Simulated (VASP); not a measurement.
**AlN: single point with r2SCAN**

AlN:

```
Al N
1.0
     4.69464    2.71045    0.00000
    -4.69464    2.71045    0.00000
     0.00000    0.00000   10.03481
Al N
12 12
Direct
  0.00000 0.33333 0.24962
  0.33333 0.00000 0.24962
  0.66667 0.66667 0.24962
  0.00000 0.66667 0.49962
  0.33333 0.33333 0.49962
  0.66667 0.00000 0.49962
  0.00000 0.33333 0.74962
  0.33333 0.00000 0.74962
  0.66667 0.66667 0.74962
  0.00000 0.66667 0.99962
  0.33333 0.33333 0.99962
  0.66667 0.00000 0.99962
  0.00000 0.33333 0.44038
  0.33333 0.00000 0.44038
  0.66667 0.66667 0.44038
  0.00000 0.66667 0.19038
  0.33333 0.33333 0.19038
  0.66667 0.00000 0.19038
  0.00000 0.33333 0.94038
  0.33333 0.00000 0.94038
  0.66667 0.66667 0.94038
  0.00000 0.66667 0.69038
  0.33333 0.33333 0.69038
  0.66667 0.00000 0.69038
```

- Program: VASP 6.6.1
- Task: single point
- Functional: r2SCAN
- Potentials or basis: VASP PAW PBE potentials, release 64 (Al, N)
- Cutoff: 520 eV
- k mesh: 2 × 2 × 1, shifted
- Occupations: fermi-dirac, width 0.01 eV
- Spin: no spin polarisation

- Pressure: -4.9 GPa
- Largest force: 0.009 eV/Å
- Band gap on the k mesh: 5.96 eV

Forces on the atoms (eV/Å):
```
Al   0.002 -0.001  0.008
Al  -0.002 -0.001  0.008
Al   0.000  0.002  0.008
Al  -0.002  0.001  0.008
Al   0.000 -0.002  0.008
Al   0.002  0.001  0.008
Al   0.002 -0.001  0.008
Al  -0.002 -0.001  0.008
Al   0.000  0.002  0.008
Al  -0.002  0.001  0.008
Al   0.000 -0.002  0.008
Al   0.002  0.001  0.008
N    0.000  0.000 -0.008
N    0.000  0.000 -0.008
N    0.000  0.000 -0.008
N    0.000  0.000 -0.008
N    0.000  0.000 -0.008
N    0.000  0.000 -0.008
N    0.000  0.000 -0.008
N    0.000  0.000 -0.008
N    0.000  0.000 -0.008
N    0.000  0.000 -0.008
N    0.000  0.000 -0.008
N    0.000  0.000 -0.008
```

Stress tensor (GPa, compression positive):
```
-5.03  0.00  0.00
 0.00 -5.03  0.00
 0.00  0.00 -4.73
```

Levels at points of the mesh, in eV from the valence-band top:
| k point | band 44 | band 45 | band 46 | band 47 | band 48 | band 49 | band 50 | band 51 | band 52 | band 53 |
| --- | --- | --- | --- | --- | --- | --- | --- | --- | --- | --- |
| (0.12, 0.12, 0.25) | -0.58 | -0.57 | -0.32 | -0.07 | 0.00 | 5.96 | 6.45 | 6.45 | 7.00 | 7.00 |

It took 19 min on 1 thread of AMD EPYC 9R45 96-Core Processor (Zen 5), with other jobs on the host, peak memory 0.48 GiB.

Caveat: the cell stands under tension; the PAW data sets were made with another functional, which shifts forces and pressure a little; a shifted mesh leaves out Γ, where band edges can lie. A k mesh can miss the band edges.
